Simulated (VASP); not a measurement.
# Sb (P1) in VASP: relaxation of cell and atoms with PBE

Aim: the relaxation of cell and atoms of Sb with PBE.

All numbers are computed with VASP 6.6.1; they aren't measurements. Logs are shortened: lines on timing, memory, paths and dates and some standing lists are left out, and cuts for length are marked.

### 1 The cell of the first run

The typed cell holds 4 atoms: a = 3.214 Å, b = 6.269 Å, c = 6.237 Å, α = 88.76°, β = 91.41°, γ = 89.44°.

### 2 Relaxation of cell and atoms, PBE

Contents of INCAR:

```
SYSTEM = Sb
  PREC = Accurate
  ENCUT = 600
  EDIFF = 1E-7
  ISMEAR = 0
  SIGMA = 0.2
  LREAL = .FALSE.
  LASPH = .TRUE.
  NELM = 100
  ALGO = Normal
  ISIF = 3
  LWAVE = .FALSE.
  LCHARG = .FALSE.
  GGA = PE
  IBRION = 2
  NSW = 80
  EDIFFG = -0.025
```

Contents of KPOINTS:

```
Automatic mesh
0
G
  8 4 4
  0 0 0
```

Contents of POSCAR:

```
Sb
1.0
   -2.2446110995      2.2998469707     -0.0157485799
   -0.0701709458     -0.0255375086     -6.2683591401
   -4.3546004830     -4.4653272572     -0.0676477170
Sb
4
Direct
    0.0714536209      0.7830566576      0.0191607743
   -0.0523902092      0.2494415562      0.0077044929
    0.0090455517      0.7292281250      0.4690255208
   -0.0281089634      0.2382736612      0.5041092120
```

Potentials or basis: VASP PAW PBE potentials, release 64 (Sb).

The run is started by

```sh
cat potpaw_PBE.64/Sb/POTCAR > POTCAR
mpirun -np 1 vasp_std > vasp.out
```

OUTCAR:

```text
SYSTEM = Sb
   PREC = Accurate
   ENCUT = 600
   EDIFF = 1E-7
   ISMEAR = 0
   LREAL = .FALSE.
   LASPH = .TRUE.
   NELM = 100
   ISIF = 3
   GGA = PE
   IBRION = 2
   NSW = 80
   EDIFFG = -0.025

 ion  position               nearest neighbor table
   1  0.071  0.783  0.019-   3 2.83   2 2.95   2 3.37   3 3.46
   2  0.948  0.249  0.008-   1 2.95   4 3.09   4 3.15   1 3.37
   3  0.009  0.729  0.469-   1 2.83   4 3.08   4 3.20   1 3.46
   4  0.972  0.238  0.504-   3 3.08   2 3.09   2 3.15   3 3.20

  LATTYP: Found a triclinic cell.
 ALAT       =     3.2136930616
 B/A-ratio  =     2.7800292444
 C/A-ratio  =     3.4089105193
 COS(alpha) =     0.0018545113
 COS(beta)  =     0.5782723779
 COS(gamma) =     0.7125384346

  Lattice vectors:

 A1 = (   2.2446110995,  -2.2998469707,   0.0157485799)
 A2 = (   4.4190512532,  -4.6252314500,  -6.2368619803)
 A3 = (   8.9139936278,  -0.1088291756,   6.3675040169)

Analysis of symmetry for initial positions (statically):
=====================================================================
 Subroutine PRICEL returns:
 Original cell was already a primitive cell.

 Routine SETGRP: Setting up the symmetry group for a
 triclinic supercell.

 Subroutine GETGRP returns: Found  1 space group operations
 (whereof  1 operations were pure point group operations)
 out of a pool of  2 trial point group operations.

The static configuration has the point symmetry C_1 .

Analysis of symmetry for dynamics (positions and initial velocities):
=====================================================================
 Subroutine PRICEL returns:
 Original cell was already a primitive cell.

 Routine SETGRP: Setting up the symmetry group for a
 triclinic supercell.

 Subroutine GETGRP returns: Found  1 space group operations
 (whereof  1 operations were pure point group operations)
 out of a pool of  2 trial point group operations.

The dynamic configuration has the point symmetry C_1 .

 Subroutine INISYM returns: Found  1 space group operations
 (whereof  1 operations are pure point group operations),
 and found     1 'primitive' translations

----------------------------------------------------------------------------------------

                                     Primitive cell

  volume of cell :     125.5864

  direct lattice vectors                    reciprocal lattice vectors
    -2.244611100  2.299846971 -0.015748580    -0.222862910  0.217312192  0.001609494
    -0.070170946 -0.025537509 -6.268359140     0.001798777  0.000663002 -0.159554220
    -4.354600483 -4.465327257 -0.067647717    -0.114794839 -0.112025864  0.001741464

  length of vectors
     3.213693062  6.268803908  6.237489006     0.311279707  0.159565737  0.160407861

  position of ions in fractional coordinates (direct lattice)
     0.071453621  0.783056658  0.019160774
     0.947609791  0.249441556  0.007704493
     0.009045552  0.729228125  0.469025521
     0.971891037  0.238273661  0.504109212

  ion indices of the primitive-cell ions
   primitive index   ion index
                 1           1
                 2           2
                 3           3
                 4           4

----------------------------------------------------------------------------------------

 KPOINTS: Automatic mesh

Automatic generation of k-mesh.
 Grid dimensions read from file:
 generate k-points for:    8    4    4

 Generating k-lattice:

  Cartesian coordinates                     Fractional coordinates (reciprocal lattice)
    -0.027857864  0.027164024  0.000201187     0.125000000 -0.000000000 -0.000000000
     0.000449694  0.000165751 -0.039888555     0.000000000  0.250000000  0.000000000
    -0.028698710 -0.028006466  0.000435366    -0.000000000 -0.000000000  0.250000000

  Length of vectors
     0.038909963  0.039891434  0.040101965

  Shift w.r.t. Gamma in fractional coordinates (k-lattice)
     0.000000000  0.000000000  0.000000000

 Subroutine IBZKPT returns following result:
 ===========================================

 Found     68 irreducible k-points:

 Following reciprocal coordinates:
            Coordinates               Weight
  0.000000  0.000000  0.000000      1.000000
  0.125000 -0.000000 -0.000000      2.000000
  0.250000 -0.000000 -0.000000      2.000000
  0.375000  0.000000 -0.000000      2.000000
  0.500000 -0.000000 -0.000000      1.000000
  0.000000  0.250000  0.000000      2.000000
[... 16 lines left out ...]
  0.500000  0.000000  0.250000      2.000000
 -0.375000  0.000000  0.250000      2.000000
 [... further k-points ...]
   k-points           NKPTS =     68   k-points in BZ     NKDIM =     68   number of bands    NBANDS=     14
   number of dos      NEDOS =    301   number of ions     NIONS =      4
   total plane-waves  NPLWV =  70000
   dimension x,y,z NGX =    28 NGY =   50 NGZ =   50
   dimension x,y,z NGXF=    56 NGYF=  100 NGZF=  100
   ions per type =               4
   NGX,Y,Z   is equivalent  to a cutoff of  14.48, 13.26, 13.33 a.u.
   NGXF,Y,Z  is equivalent  to a cutoff of  28.97, 26.52, 26.65 a.u.
 SYSTEM =  Sb
   PREC   = accura    normal or accurate (medium, high low for compatibility)
   ISTART =      0    job   : 0-new  1-cont  2-samecut
   ICHARG =      2    charge: 1-file 2-atom 10-const
   ISPIN  =      1    spin polarized calculation?
   LNONCOLLINEAR =      F non collinear calculations
   LSORBIT =      F    spin-orbit coupling
   LASPH  =      T    aspherical Exc in radial PAW
   ENCUT  =  600.0 eV  44.10 Ry    6.64 a.u.   6.42 12.52 12.46*2*pi/ulx,y,z
   NELM   =    100;   NELMIN=  2; NELMDL= -5     # of ELM steps
   EDIFF  = 0.1E-06   stopping-criterion for ELM
   LREAL  =      F    real-space projection
   EDIFFG = -.3E-01   stopping-criterion for IOM
   NSW    =     80    number of steps for IOM
   IBRION =      2    ionic relax: 0-MD 1-quasi-New 2-CG
   NFREE  =      1    steps in history (QN), initial steepest desc. (CG)
   ISIF   =      3    stress and relaxation
   ISYM   =      2    0-nonsym 1-usesym 2-fastsym
   POTIM  = 0.5000    time-step for ionic-motion
   TEBEG  =    0.0;   TEEND  =   0.0 temperature during run
   PSTRESS=    0.0 pullay stress
   NELECT =      20.0000    total number of electrons
   NUPDOWN=      -1.0000    fix difference up-down
   EMIN   =  10.00;   EMAX   =-10.00  energy-range for DOS
   EFERMI =   0.00;   METHOD = LEGACY
   ISMEAR =     0;   SIGMA  =   0.20  broadening in eV -4-tet -1-fermi 0-gaus
   EFERMI_NEDOS =   21; number of points for ismear=-14 and -15
   IALGO  =     38    algorithm
   IMIX   =      4    mixing-type and parameters
     AMIX     =   0.40;   BMIX     =  1.00
     AMIX_MAG =   1.60;   BMIX_MAG =  1.00
  volume/ion in A,a.u.               =      31.40       211.87
  Fermi-wavevector in a.u.,A,eV,Ry     =   0.887368  1.676883 10.713537  0.787423
  Thomas-Fermi vector in A             =   2.008657
   LORBIT       =      0    0 simple, 1 ext, 2 COOP (PROOUT), +10 PAW based schemes
   GGA     = PE    functional components
   LHFCALC =     F    Hartree Fock is set to
   AEXX    =    0.0000 exact exchange contribution
   IVDW    =     0    specifies the selected vdW correction
   LEPSILON=     F    determine dielectric tensor
   LRPA    =     F    only Hartree local field effects (RPA)
 conjugate gradient relaxation of ions
 non-spin polarized calculation
 Gauss-broadening in eV      SIGMA  =   0.20
  energy-cutoff  :      600.00
  volume of cell :      125.59
 maximum number of plane-waves:      4222
 NGX is ok and might be reduce to    28
   NGX = 13   NGY = 25   NGZ = 25

--------------------------------------- Ionic step        1  -------------------------------------------

 number of electron      20.0000001 magnetization

 Free energy of the ion-electron system (eV)
  ---------------------------------------------------
  ext. energy  EPLUGINS =         0.00000000
  ---------------------------------------------------
  free energy    TOTEN  =       -16.21603222 eV

  energy without entropy =      -16.17334398  energy(sigma->0) =      -16.19468810

------------------------ aborting loop because EDIFF is reached ----------------------------------------

  FORCE on cell =-STRESS in cart. coord.  units (eV):
  Direction    XX          YY          ZZ          XY          YZ          ZX
  --------------------------------------------------------------------------------------
  -------------------------------------------------------------------------------------
  Total       -0.2744631     -0.7609969     -0.0296735      1.9037243      0.0026246      0.0540161
  in kB       -3.5014827     -9.7084725     -0.3785621     24.2868999      0.0334838      0.6891142
  external PRESSURE =      -4.5295058 kB  Pullay stress =       0.0000000 kB
[... 95 lines left out ...]
  FREE ENERGIE OF THE ION-ELECTRON SYSTEM (eV)
  ---------------------------------------------------
  free  energy   TOTEN  =       -16.2692690744 eV

  energy  without entropy=      -16.2239959500  energy(sigma->0) =      -16.24663251

[... ionic steps 4 to 27 ...]

--------------------------------------- Ionic step       28  -------------------------------------------

 number of electron      20.0000000 magnetization

------------------------ aborting loop because EDIFF is reached ----------------------------------------
[... 71 lines left out ...]
--------------------------------------- Ionic step       30  -------------------------------------------

 number of electron      20.0000001 magnetization

 Free energy of the ion-electron system (eV)
  ---------------------------------------------------
  ext. energy  EPLUGINS =         0.00000000
  ---------------------------------------------------
  free energy    TOTEN  =       -16.33569311 eV

  energy without entropy =      -16.27982116  energy(sigma->0) =      -16.30775713

 E-fermi :   6.9525     XC(G=0):  -9.5807

 val. band max:        6.9125648469   @ k =   0.2500   0.2500   0.2500
 cond. band min:       6.9540517006   @ k =  -0.1250   0.5000   0.2500
 fundamental gap:      0.0414868537
 Fermi energy:         6.9525226327

 k-point     1 :       0.0000    0.0000    0.0000
  band No.  band energies     occupation
      1      -5.3078      2.00000
      2      -2.9357      2.00000
      3      -2.9235      2.00000
      4      -0.4091      2.00000
      5       1.4937      2.00000
      6       1.4978      2.00000
      7       3.4523      2.00000
      8       3.5677      2.00000
      9       9.2134      0.00000
     10      10.1880      0.00000
     11      10.2470      0.00000
     12      10.2804      0.00000
     13      12.1639      0.00000
     14      12.2086      0.00000
[... 377 lines left out ...]
      1      -3.2874      2.00000
      2      -1.6753      2.00000
      3      -0.8396      2.00000
      4       0.8640      2.00000
      5       2.8143      2.00000
      6       3.2909      2.00000
      7       4.0611      2.00000
      8       4.4034      2.00000
      9       4.6190      2.00000
     10       4.8968      2.00000
     11       5.9649      2.00000
     12       6.6313      1.97686
     13       9.7221      0.00000
     14      10.3043      0.00000

 [... further k-points ...]
[... 5 lines left out ...]
  --------------------------------------------------------------------------------------
  -------------------------------------------------------------------------------------
  Total        0.0895800      0.0631472     -0.0139631      0.0099461     -0.0215042      0.0052382
  in kB        1.1897586      0.8386903     -0.1854513      0.1320998     -0.2856079      0.0695717
  external PRESSURE =       0.6143325 kB  Pullay stress =       0.0000000 kB
[... 19 lines left out ...]
  FREE ENERGIE OF THE ION-ELECTRON SYSTEM (eV)
  ---------------------------------------------------
  free  energy   TOTEN  =       -16.3356931079 eV

  energy  without entropy=      -16.2798211559  energy(sigma->0) =      -16.30775713

 reached required accuracy - stopping structural energy minimisation
```

It took 14 min on 1 thread of Intel Xeon 6975P-C (Granite Rapids), shared host; peak memory 0.35 GiB.

What came out:

- Free energy: -16.3357 eV
- Relaxed volume: 30.16 Å³/atom
- Relaxed cell: a = 3.112 Å, b = 6.230 Å, c = 6.223 Å, α = 89.41°, β = 90.05°, γ = 90.91°
- Space group after relaxing (to 0.05 Å): C2/m (No. 12)
- Energy gained by relaxing: 29.9 meV/atom
- Ionic steps: 30
- Pressure after relaxing: 0.1 GPa
- Largest force after relaxing: 0.023 eV/Å
- Band gap on the k mesh: zero (band 10 reaches 10.19 eV, above the bottom of band 11 at 5.02 eV)

Forces in eV/Å, atoms in the order of the input:
```
Sb   0.005  0.011  0.012
Sb   0.000 -0.001 -0.005
Sb  -0.005 -0.012 -0.018
Sb   0.000  0.002  0.011
```

The path:
```csv
step,energy change (eV),largest force (eV/Å),pressure (GPa),volume (Å³)
1,0.0000,0.4886,-0.45,125.59
2,-0.0525,0.2453,-0.19,123.91
3,-0.0532,0.2518,-0.25,124.09
4,-0.0628,0.2494,0.04,123.11
5,-0.0745,0.2487,0.85,120.64
6,-0.0799,0.2150,0.66,120.83
7,-0.0906,0.1341,0.13,121.42
8,-0.0919,0.0776,-0.77,122.57
9,-0.0942,0.0868,-0.43,122.10
10,-0.0972,0.0858,-0.26,121.56
11,-0.0996,0.0901,0.11,120.51
12,-0.1013,0.0850,0.09,120.51
13,-0.1057,0.0733,0.06,120.51
14,-0.1098,0.0608,0.10,120.49
15,-0.1113,0.0589,0.07,120.57
16,-0.1141,0.0536,0.01,120.80
17,-0.1138,0.0483,-0.06,121.24
18,-0.1148,0.0495,-0.04,121.02
19,-0.1148,0.0495,-0.03,121.00
20,-0.1151,0.0475,-0.01,120.95
21,-0.1155,0.0440,0.03,120.83
22,-0.1155,0.0433,0.04,120.80
23,-0.1158,0.0417,0.02,120.84
24,-0.1167,0.0375,-0.05,120.96
25,-0.1180,0.0295,-0.19,121.20
26,-0.1184,0.0180,-0.42,121.66
27,-0.1186,0.0204,-0.35,121.50
28,-0.1189,0.0200,-0.31,121.41
29,-0.1195,0.0193,-0.19,121.15
30,-0.1197,0.0228,0.06,120.63
```

Final structure:
```cif
data_structure
_symmetry_space_group_name_H-M 'P 1'
_symmetry_Int_Tables_number 1
_cell_length_a 3.1120
_cell_length_b 6.2300
_cell_length_c 6.2231
_cell_angle_alpha 89.414
_cell_angle_beta 90.049
_cell_angle_gamma 90.912
_cell_volume 120.63
loop_
_atom_site_label
_atom_site_type_symbol
_atom_site_fract_x
_atom_site_fract_y
_atom_site_fract_z
_atom_site_occupancy
Sb1 Sb 0.99824 0.75197 0.00126 1
Sb2 Sb 0.99988 0.25053 0.00068 1
Sb3 Sb 0.00295 0.74679 0.49817 1
Sb4 Sb 0.99893 0.25071 0.49989 1
```

Levels at points of the mesh, in eV from the Fermi level:
| k point | band 8 | band 9 | band 10 | band 11 | band 12 | band 13 |
| --- | --- | --- | --- | --- | --- | --- |
| (0.00, 0.00, 0.00) | -3.38 | 2.26 | 3.24 | 3.29 | 3.33 | 5.21 |
| (0.50, 0.00, 0.00) | -3.44 | -3.35 | -1.66 | -1.55 | -1.45 | 2.27 |
| (0.00, 0.50, 0.00) | -1.89 | 0.22 | 0.27 | 4.09 | 4.09 | 4.11 |
| (0.50, 0.50, 0.00) | -2.67 | -2.66 | -2.65 | 0.21 | 0.26 | 2.39 |
| (0.00, 0.00, 0.50) | -1.87 | 0.21 | 0.28 | 4.03 | 4.08 | 4.11 |
| (0.50, 0.00, 0.50) | -2.74 | -2.59 | -2.56 | 0.22 | 0.29 | 2.38 |
| (0.00, 0.50, 0.50) | -1.18 | -0.93 | -0.90 | -0.82 | -0.79 | 4.86 |
| (0.50, 0.50, 0.50) | -3.82 | 0.59 | 0.63 | 0.69 | 0.78 | 1.47 |

Caveat: spin-orbit coupling is left out, which moves the levels of the heavy elements.
